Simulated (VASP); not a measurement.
MgO: single point with PBE+D3(BJ)

Slab: MgO, a slab with vacuum.

```
CELL_PARAMETERS angstrom
2.97579 0.00000 0.00000
-1.48789 2.57711 0.00000
0.00000 0.00000 20.07430
ATOMIC_POSITIONS crystal
O 0.33333 0.66667 0.34870
O 0.00000 0.00000 0.46974
O 0.66667 0.33333 0.59327
Mg 0.66667 0.33333 0.40922
Mg 0.33333 0.66667 0.52554
Mg 0.00000 0.00000 0.64984
```

```
Program             : VASP 6.6.1
Task                : single point
Functional          : PBE
Dispersion          : D3(BJ)
Potentials or basis : VASP PAW PBE potentials, release 64 (O, Mg)
Cutoff              : 520 eV
k mesh              : 9 × 9 × 1
Occupations         : gaussian, width 0.05 eV
Spin                : no spin polarisation
```

```yaml
Largest_force: 2.701 eV/Å
Band_gap_on_the_k_mesh: zero (band 12 reaches -2.22 eV, above the bottom of band 13 at -2.67 eV)
Dispersion_energy_per_atom: -0.208 eV
```

Forces on the atoms (eV/Å):
```
O    0.000  0.000  1.300
O    0.000  0.000  1.426
O    0.000  0.000 -0.040
Mg   0.000  0.000 -2.701
Mg   0.000  0.000  0.043
Mg   0.000  0.000 -0.028
```

Levels at points of the mesh, in eV from the Fermi level:
```tsv
k point	band 8	band 9	band 10	band 11	band 12	band 13	band 14	band 15	band 16	band 17
(0.00, 0.00, 0.00)	-2.59	-2.59	-1.94	-0.62	0.43	0.43	2.77	4.29	5.01	6.50
```

It took 90 s on 1 thread of Intel(R) Xeon(R) Platinum 8259CL CPU @ 2.50GHz (Skylake/Cascade Lake), on a shared host, peak memory 0.28 GiB.
